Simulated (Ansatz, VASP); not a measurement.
One calculation of O, two programs

```xyz
2
Lattice="0.0000 2.1709 2.1709 2.1709 0.0000 2.1709 2.1709 2.1709 0.0000" Properties=species:S:1:pos:R:3 pbc="T T T"
O     1.3086    1.2789    0.8704
O    -0.1641   -0.1938    0.1722
```

Alike in both runs: functional PBEsol; dispersion D4; k mesh 7 × 7 × 7; occupations fermi-dirac, width 0.1 eV; no spin polarisation.

Ansatz relaxed the structure, and its values are those at the end. VASP's run is a single point on that final structure, the one shown.

|  | VASP | Ansatz |
| --- | --- | --- |
| version | VASP 6.6.1 | Ansatz 0.2.0 |
| potentials or method | VASP PAW PBE potentials, release 64 (O), cutoff 520 eV | plane waves, PAW |
| valence electrons in the cell | 12 | 12 |

|  | VASP | Ansatz | Ansatz less VASP |
| --- | --- | --- | --- |
| gap on the k mesh at the Fermi level (eV) | none | none | - |
| rms of the force components (eV/Å) | 0.810 | 0.000 | -0.8091 |

VASP's potentials were made for PBE, not for PBEsol. A gap of «none» marks a metal or a gap that the smearing closes. One of these differences is far larger than is usual between the two programs; its cause wasn't traced.

Noted on VASP's run: the standard files for N, O and F lose accuracy on very short bonds; spin is off for a triplet molecule.
